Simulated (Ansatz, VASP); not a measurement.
HfSi2: VASP beside Ansatz

```
Hf Si
1.0
     1.82514   -7.17168    0.00000
     1.82514    7.17168    0.00000
     0.00000    0.00000    3.63569
Hf Si
2 4
Direct
  0.60470 0.39530 0.25000
  0.39530 0.60470 0.75000
  0.94482 0.05518 0.25000
  0.05518 0.94482 0.75000
  0.24979 0.75021 0.25000
  0.75021 0.24979 0.75000
```

Alike in both runs: functional PBEsol; k mesh 10 × 10 × 10; occupations gaussian, width 0.1 eV; no spin polarisation.

Ansatz relaxed the structure, and its values are those at the end. VASP's run is a single point on that final structure, the one shown.

|  | VASP | Ansatz |
| --- | --- | --- |
| version | VASP 6.6.1 | Ansatz 0.2.0 |
| potentials or method | VASP PAW PBE potentials, release 64 (Hf_pv, Si), cutoff 500 eV | scalar-relativistic, plane waves, PAW |
| valence electrons in the cell | 36 | 68 |

```csv
,VASP,Ansatz,Ansatz less VASP
gap on the k mesh at the Fermi level (eV),none,none,-
pressure (GPa),0.3,0.0,-0.26
rms of the force components (eV/Å),0.006,0.001,-0.0055
```

VASP's potentials were made for PBE, not for PBEsol. A gap of «none» marks a metal or a gap that the smearing closes. VASP's potentials hold 36 valence electrons a cell and Ansatz's 68, so a difference there can come from the potentials and not from the codes.

Spin-orbit coupling is off throughout.
